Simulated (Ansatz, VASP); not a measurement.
# One calculation of W, two programs

```
CELL_PARAMETERS angstrom
0.00000 2.05671 2.05671
2.05671 0.00000 2.05671
2.05671 2.05671 0.00000
ATOMIC_POSITIONS crystal
W 0.00000 0.00000 0.00000
```

Change from the starting cell: volume scaled by 1.04.

Alike in both runs: task single point; functional LDA; k mesh 11 × 11 × 11; occupations fermi-dirac, width 0.05 eV; no spin polarisation.

|  | VASP | Ansatz |
| --- | --- | --- |
| version | VASP 6.6.1 | Ansatz 0.2.0 |
| potentials or method | VASP PAW LDA potentials, release 64 (W_sv), cutoff 520 eV | all-electron LAPW, scalar-relativistic |

Ansatz gave:

```
gap on the k mesh at the Fermi level (eV) : none
pressure (GPa)                            : -26.4
```

Q: What did VASP give for the same quantities?

A: gap on the k mesh at the Fermi level (eV): none; pressure (GPa): -25.2.

LDA's correlation is that of Perdew and Zunger in VASP and of Perdew and Wang (1992) in Ansatz. A gap of «none» marks a metal or a gap that the smearing closes. Ansatz ran all-electron here, and VASP with PAW potentials.

Spin-orbit coupling is off throughout.
